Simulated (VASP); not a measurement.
# Zn in VASP: single point with PBE

Aim: the single point of Zn with PBE.

Program: VASP 6.6.1. These are calculated values, not measurements. Logs are shortened: lines on timing, memory, paths and dates and some standing lists are left out, and cuts for length are marked.

### Step 1. The cell of the first run

The cell holds a slab with vacuum, 4 atoms: a = 2.636 Å, b = 5.093 Å, c = 19.044 Å, α = 90.00°, β = 90.00°, γ = 90.00°.

### Step 2. Single point, PBE

INCAR

```
ALGO = Normal ; DIPOL = 0.5 0.5 0.500
EDIFF = 1E-6 ; ENCUT = 400
GGA = PE ; GGA_COMPAT = F
IDIPOL = 3 ; ISIF = 2
ISMEAR = -1 ; LASPH = T
LCHARG = T ; LDIPOL = T
LELF = T ; LREAL = F
LVACPOTAV = T ; LVHAR = T
LWAVE = F ; NBANDS = 32
NELM = 120 ; NELMDL = -8
PREC = Accurate ; SIGMA = 0.1
```

KPOINTS

```
k-points
0
Gamma
  14 7 1
```

POSCAR

```
Zn
1.0
    2.6358128869      0.0000000000      0.0000000000
    0.0000000000      5.0929170809      0.0000000000
    0.0000000000      0.0000000000     19.0436000000
Zn
4
Direct
    0.0000000000      0.7500000000      0.4200893065
    0.5000000000      0.2500000000      0.4600446535
    0.5000000000      0.7500000000      0.5399553465
    0.0000000000      0.2500000000      0.5799106935
```

Potentials or basis: VASP PAW PBE potentials, release 64 (Zn).

Started as:

```console
cat potpaw_PBE.64/Zn/POTCAR > POTCAR
mpirun -np 1 vasp_std > vasp.out
```

OUTCAR:

```text
EDIFF = 1E-6
   ENCUT = 400
   GGA = PE
   ISIF = 2
   ISMEAR = -1
   LASPH = T
   LREAL = F
   NELM = 120
   NELMDL = -8
   PREC = Accurate

 ion  position               nearest neighbor table
   1  0.000  0.750  0.420-   3 2.64   3 2.64   2 2.97   2 2.97   2 2.97   2 2.97
   2  0.500  0.250  0.460-   4 2.64   4 2.64   3 2.97   3 2.97   1 2.97   1 2.97   1 2.97   1 2.97

   3  0.500  0.750  0.540-   1 2.64   1 2.64   2 2.97   2 2.97   4 2.97   4 2.97   4 2.97   4 2.97

   4  0.000  0.250  0.580-   2 2.64   2 2.64   3 2.97   3 2.97   3 2.97   3 2.97

  LATTYP: Found a simple orthorhombic cell.
 ALAT       =     2.6358128869
 B/A-ratio  =     1.9321997803
 C/A-ratio  =     7.2249438094

  Lattice vectors:

 A1 = (   2.6358128869,   0.0000000000,   0.0000000000)
 A2 = (   0.0000000000,   5.0929170809,   0.0000000000)
 A3 = (   0.0000000000,   0.0000000000,  19.0436000000)

Analysis of symmetry for initial positions (statically):
=====================================================================
 Subroutine PRICEL returns:
 Original cell was already a primitive cell.

 Routine SETGRP: Setting up the symmetry group for a
 simple orthorhombic supercell.

 Subroutine GETGRP returns: Found  8 space group operations
 (whereof  4 operations were pure point group operations)
 out of a pool of  8 trial point group operations.

The static configuration has the point symmetry C_2h.
 The point group associated with its full space group is D_2h.

Analysis of symmetry for dynamics (positions and initial velocities):
=====================================================================
 Subroutine PRICEL returns:
 Original cell was already a primitive cell.

 Routine SETGRP: Setting up the symmetry group for a
 simple orthorhombic supercell.

 Subroutine GETGRP returns: Found  8 space group operations
 (whereof  4 operations were pure point group operations)
 out of a pool of  8 trial point group operations.

The dynamic configuration has the point symmetry C_2h.
 The point group associated with its full space group is D_2h.

 Subroutine INISYM returns: Found  8 space group operations
 (whereof  4 operations are pure point group operations),
 and found     1 'primitive' translations

----------------------------------------------------------------------------------------

                                     Primitive cell

  volume of cell :     255.6408

  direct lattice vectors                    reciprocal lattice vectors
     2.635812887  0.000000000  0.000000000     0.379389601  0.000000000  0.000000000
     0.000000000  5.092917081  0.000000000     0.000000000  0.196351125  0.000000000
     0.000000000  0.000000000 19.043600000     0.000000000  0.000000000  0.052511080

  length of vectors
     2.635812887  5.092917081 19.043600000     0.379389601  0.196351125  0.052511080

  position of ions in fractional coordinates (direct lattice)
     0.000000000  0.750000000  0.420089307
     0.500000000  0.250000000  0.460044653
     0.500000000  0.750000000  0.539955347
     0.000000000  0.250000000  0.579910693

  ion indices of the primitive-cell ions
   primitive index   ion index
                 1           1
                 2           2
                 3           3
                 4           4

----------------------------------------------------------------------------------------

 KPOINTS: k-points

Automatic generation of k-mesh.
 Grid dimensions read from file:
 generate k-points for:   14    7    1

 Generating k-lattice:

  Cartesian coordinates                     Fractional coordinates (reciprocal lattice)
     0.027099257  0.000000000  0.000000000     0.071428571  0.000000000  0.000000000
     0.000000000  0.028050161  0.000000000     0.000000000  0.142857143  0.000000000
     0.000000000  0.000000000  0.052511080     0.000000000  0.000000000  1.000000000

  Length of vectors
     0.027099257  0.028050161  0.052511080

  Shift w.r.t. Gamma in fractional coordinates (k-lattice)
     0.000000000  0.000000000  0.000000000

 Subroutine IBZKPT returns following result:
 ===========================================

 Found     32 irreducible k-points:

 Following reciprocal coordinates:
            Coordinates               Weight
  0.000000  0.000000  0.000000      1.000000
  0.071429  0.000000  0.000000      2.000000
  0.142857  0.000000  0.000000      2.000000
  0.214286  0.000000  0.000000      2.000000
  0.285714  0.000000  0.000000      2.000000
  0.357143  0.000000  0.000000      2.000000
[... 16 lines left out ...]
  0.428571  0.285714  0.000000      4.000000
  0.500000  0.285714  0.000000      2.000000
 [... further k-points ...]
   k-points           NKPTS =     32   k-points in BZ     NKDIM =     32   number of bands    NBANDS=     32
   number of dos      NEDOS =    301   number of ions     NIONS =      4
   total plane-waves  NPLWV =  81648
   dimension x,y,z NGX =    18 NGY =   36 NGZ =  126
   dimension x,y,z NGXF=    36 NGYF=   72 NGZF=  252
   ions per type =               4
   NGX,Y,Z   is equivalent  to a cutoff of  11.35, 11.75, 11.00 a.u.
   NGXF,Y,Z  is equivalent  to a cutoff of  22.71, 23.50, 22.00 a.u.
 SYSTEM =  unknown system
   PREC   = accura    normal or accurate (medium, high low for compatibility)
   ISTART =      0    job   : 0-new  1-cont  2-samecut
   ICHARG =      2    charge: 1-file 2-atom 10-const
   ISPIN  =      1    spin polarized calculation?
   LNONCOLLINEAR =      F non collinear calculations
   LSORBIT =      F    spin-orbit coupling
   LASPH  =      T    aspherical Exc in radial PAW
   ENCUT  =  400.0 eV  29.40 Ry    5.42 a.u.   4.30  8.31 31.06*2*pi/ulx,y,z
   NELM   =    120;   NELMIN=  2; NELMDL= -8     # of ELM steps
   EDIFF  = 0.1E-05   stopping-criterion for ELM
   LREAL  =      F    real-space projection
   EDIFFG = 0.1E-04   stopping-criterion for IOM
   NSW    =      0    number of steps for IOM
   IBRION =     -1    ionic relax: 0-MD 1-quasi-New 2-CG
   NFREE  =      0    steps in history (QN), initial steepest desc. (CG)
   ISIF   =      2    stress and relaxation
   ISYM   =      2    0-nonsym 1-usesym 2-fastsym
   POTIM  = 0.5000    time-step for ionic-motion
   TEBEG  =    0.0;   TEEND  =   0.0 temperature during run
   PSTRESS=    0.0 pullay stress
   NELECT =      48.0000    total number of electrons
   NUPDOWN=      -1.0000    fix difference up-down
   EMIN   =  10.00;   EMAX   =-10.00  energy-range for DOS
   EFERMI =   0.00;   METHOD = LEGACY
   ISMEAR =    -1;   SIGMA  =   0.10  broadening in eV -4-tet -1-fermi 0-gaus
   EFERMI_NEDOS =   21; number of points for ismear=-14 and -15
   IALGO  =     38    algorithm
   IMIX   =      4    mixing-type and parameters
     AMIX     =   0.40;   BMIX     =  1.00
     AMIX_MAG =   1.60;   BMIX_MAG =  1.00
  volume/ion in A,a.u.               =      63.91       431.29
  Fermi-wavevector in a.u.,A,eV,Ry     =   0.937444  1.771512 11.956808  0.878801
  Thomas-Fermi vector in A             =   2.064555
   LORBIT       =      0    0 simple, 1 ext, 2 COOP (PROOUT), +10 PAW based schemes
   GGA     = PE    functional components
   LHFCALC =     F    Hartree Fock is set to
   AEXX    =    0.0000 exact exchange contribution
   IVDW    =     0    specifies the selected vdW correction
   LEPSILON=     F    determine dielectric tensor
   LRPA    =     F    only Hartree local field effects (RPA)
 non-spin polarized calculation
  energy-cutoff  :      400.00
  volume of cell :      255.64
 maximum number of plane-waves:      4679
 NGX is ok and might be reduce to    18
   NGX =  9   NGY = 17   NGZ = 63

 dipolmoment           0.000000      0.000000      0.000000 electrons x Angstroem

 number of electron      47.9999974 magnetization

 dipolmoment           0.000000      0.000000     -0.000000 electrons x Angstroem

 Free energy of the ion-electron system (eV)
  ---------------------------------------------------
  ext. energy  EPLUGINS =         0.00000000
  ---------------------------------------------------
  free energy    TOTEN  =        -3.18186049 eV

  energy without entropy =       -3.12775530  energy(sigma->0) =       -3.15480790

 E-fermi :  -2.5344     XC(G=0):  -3.7636

 val. band max:       -2.5947266625   @ k =   0.0000   0.4286   0.0000
 cond. band min:      -2.5237050581   @ k =   0.3571   0.0000   0.0000
 fundamental gap:      0.0710216044
 Fermi energy:        -2.5344020004

 k-point     1 :       0.0000    0.0000    0.0000
  band No.  band energies     occupation
      1     -11.3803      2.00000
      2     -10.4194      2.00000
      3     -10.3934      2.00000
      4     -10.3311      2.00000
      5     -10.0613      2.00000
      6      -9.9302      2.00000
[... 24 lines left out ...]
     31       2.4355      0.00000
     32       3.0485      0.00000

 k-point     2 :       0.0714    0.0000    0.0000
  band No.  band energies     occupation
      1     -11.2676      2.00000
      2     -10.3691      2.00000
      3     -10.3499      2.00000
      4     -10.2757      2.00000
      5     -10.0561      2.00000
      6      -9.9145      2.00000
[... 24 lines left out ...]
     31       2.5455      0.00000
     32       3.1555      0.00000

 k-point     3 :       0.1429    0.0000    0.0000
  band No.  band energies     occupation
      1     -10.9454      2.00000
      2     -10.2495      2.00000
      3     -10.2323      2.00000
      4     -10.1242      2.00000
      5     -10.0455      2.00000
      6      -9.8917      2.00000
[... 24 lines left out ...]
     31       2.8755      0.00000
     32       3.4756      0.00000

 k-point     4 :       0.2143    0.0000    0.0000
  band No.  band energies     occupation
      1     -10.5077      2.00000
      2     -10.1530      2.00000
      3     -10.0930      2.00000
      4     -10.0462      2.00000
      5      -9.9407      2.00000
      6      -9.8840      2.00000
[... 24 lines left out ...]
     31       3.1094      0.00000
     32       3.4247      0.00000

 k-point     5 :       0.2857    0.0000    0.0000
  band No.  band energies     occupation
      1     -10.2439      2.00000
      2     -10.1409      2.00000
      3     -10.0793      2.00000
      4     -10.0779      2.00000
      5      -9.9226      2.00000
      6      -9.8401      2.00000
[... 584 lines left out ...]
     31       3.6555      0.00000
     32       4.1265      0.00000

 k-point    22 :       0.3571    0.2857    0.0000
  band No.  band energies     occupation
      1     -10.2114      2.00000
      2     -10.1735      2.00000
      3     -10.1324      2.00000
      4     -10.1139      2.00000
      5      -9.9848      2.00000
      6      -9.9709      2.00000
[... 24 lines left out ...]
     31       3.8619      0.00000
     32       4.2653      0.00000

 k-point    23 :       0.4286    0.2857    0.0000
  band No.  band energies     occupation
      1     -10.2307      2.00000
      2     -10.2288      2.00000
      3     -10.1725      2.00000
      4     -10.1693      2.00000
      5     -10.0275      2.00000
      6     -10.0152      2.00000
[... 24 lines left out ...]
     31       3.3380      0.00000
     32       4.4780      0.00000

 k-point    24 :       0.5000    0.2857    0.0000
  band No.  band energies     occupation
      1     -10.2514      2.00000
      2     -10.2353      2.00000
      3     -10.1958      2.00000
      4     -10.1840      2.00000
      5     -10.0438      2.00000
      6     -10.0311      2.00000
[... 24 lines left out ...]
     31       4.0753      0.00000
     32       4.2858      0.00000

 [... further k-points ...]
[... 5 lines left out ...]
  --------------------------------------------------------------------------------------
  -------------------------------------------------------------------------------------
  Total       -2.3232317     -3.4675300      1.1157733      0.0000000     -0.0000000      0.0000000
  in kB      -14.5603857    -21.7320438      6.9928840      0.0000000     -0.0000000      0.0000000
  external PRESSURE =      -9.7665152 kB  Pullay stress =       0.0000000 kB

 VOLUME and BASIS-vectors are now :
 -----------------------------------------------------------------------------
  energy-cutoff  :      400.00
  volume of cell :      255.64
      direct lattice vectors                 reciprocal lattice vectors
     2.635812887  0.000000000  0.000000000     0.379389601  0.000000000  0.000000000
     0.000000000  5.092917081  0.000000000     0.000000000  0.196351125  0.000000000
     0.000000000  0.000000000 19.043600000     0.000000000  0.000000000  0.052511080

 POSITION                                       TOTAL-FORCE (eV/Angst)
 -----------------------------------------------------------------------------------
      0.00000      3.81969      8.00001        -0.000000      0.000000     -0.126988
      1.31791      1.27323      8.76091        -0.000000     -0.000000     -0.632652
      1.31791      3.81969     10.28269        -0.000000      0.000000      0.632652
      0.00000      1.27323     11.04359         0.000000      0.000000      0.126988
 -----------------------------------------------------------------------------------
    total drift:                                0.000000      0.000000      0.000000

  FREE ENERGIE OF THE ION-ELECTRON SYSTEM (eV)
  ---------------------------------------------------
  free  energy   TOTEN  =        -3.1818604934 eV

  energy  without entropy=       -3.1277553023  energy(sigma->0) =       -3.15480790

 vacuum level on the upper side and lower side of the slab         1.750         1.750
```

Wall time 3.8 min (1 thread of Intel Xeon Platinum 8259CL at 2.50GHz (Skylake/Cascade Lake), shared host); peak memory 0.34 GiB.

Results:

```yaml
Free_energy: -3.1819 eV
Largest_force: 0.633 eV/Å
Band_gap_on_the_k_mesh: zero (bands 24 and 25 overlap by 2.45 eV)
```

Forces on the atoms (eV/Å):
```
Zn   0.000  0.000 -0.127
Zn   0.000  0.000 -0.633
Zn   0.000  0.000  0.633
Zn   0.000  0.000  0.127
```

The gap in the log of VASP goes by the Fermi energy; the results here count the filled bands.